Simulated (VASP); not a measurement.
Ce:

```
CELL_PARAMETERS angstrom
0.00000 2.37746 2.37746
2.37746 0.00000 2.37746
2.37746 2.37746 0.00000
ATOMIC_POSITIONS crystal
Ce 0.00000 0.00000 0.00000
```

Base run:

| Property | Result |
| --- | --- |
| Program | VASP 6.6.1 |
| Functional | PBE |
| Potentials or basis | VASP PAW PBE potentials, release 64 (Ce) |
| Cutoff | 500 eV |
| k mesh | 11 × 11 × 11 |
| Occupations | gaussian, width 0.3 eV |
| Spin | no spin polarisation |

Its results: band gap on the k mesh zero (band 6 reaches 9.49 eV, above the bottom of band 7 at 9.13 eV); pressure -0.1 GPa.

Problem. After a change of settings the same cell gave: band gap on the k mesh zero (band 6 reaches 9.43 eV, above the bottom of band 7 at 9.10 eV); pressure -1.5 GPa. Which change was it?
A. occupations from gaussian, width 0.3 eV to methfessel-paxton, width 0.6 eV
B. cutoff from 500 eV to 520 eV; k mesh from 11 × 11 × 11 to 4 × 4 × 4; occupations from gaussian, width 0.3 eV to fermi-dirac, width 0.1 eV
C. cutoff from 500 eV to 520 eV; k mesh from 11 × 11 × 11 to 15 × 15 × 15; occupations from gaussian, width 0.3 eV to fermi-dirac, width 0.1 eV
D. occupations from gaussian, width 0.3 eV to gaussian, width 0.6 eV

Solution. A.

Caveats: spin-orbit coupling is left out, which moves the levels of the heavy elements.
